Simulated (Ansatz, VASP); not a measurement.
## Two plane-wave programs on SnTe

```
Sn Te
1.0
     0.00000    3.40723    3.40723
     3.40723    0.00000    3.40723
     3.15517    3.15517    0.25207
Sn Te
1 1
Cartesian
  0.0000 0.0000 0.0000
  3.2812 3.2812 3.5333
```

Alike in both runs: task single point; functional PBE; k mesh 10 × 10 × 10; occupations gaussian, width 0.05 eV; no spin polarisation.

|  | VASP | Ansatz |
| --- | --- | --- |
| version | VASP 6.6.1 | Ansatz 0.2.0 |
| potentials or method | VASP PAW PBE potentials, release 64 (Sn_d, Te), cutoff 520 eV | scalar-relativistic, plane waves, PAW |
| valence electrons in the cell | 20 | 30 |

VASP gave:

| Quantity | Value |
| --- | --- |
| gap on the k mesh at the Fermi level (eV) | none |
| pressure (GPa) | -2.5 |
| traceless stress, the component that is largest in VASP (GPa) | 1.05 |

Which values does Ansatz return?

gap on the k mesh at the Fermi level (eV): none; pressure (GPa): -2.4; traceless stress, the component that is largest in VASP (GPa): 1.05.

A gap of «none» marks a metal or a gap that the smearing closes. The functional is the same, so the differences come from potentials, cutoffs and numerics. VASP's potentials hold 20 valence electrons a cell and Ansatz's 30, so a difference there can come from the potentials and not from the codes.

Spin-orbit coupling is off throughout.
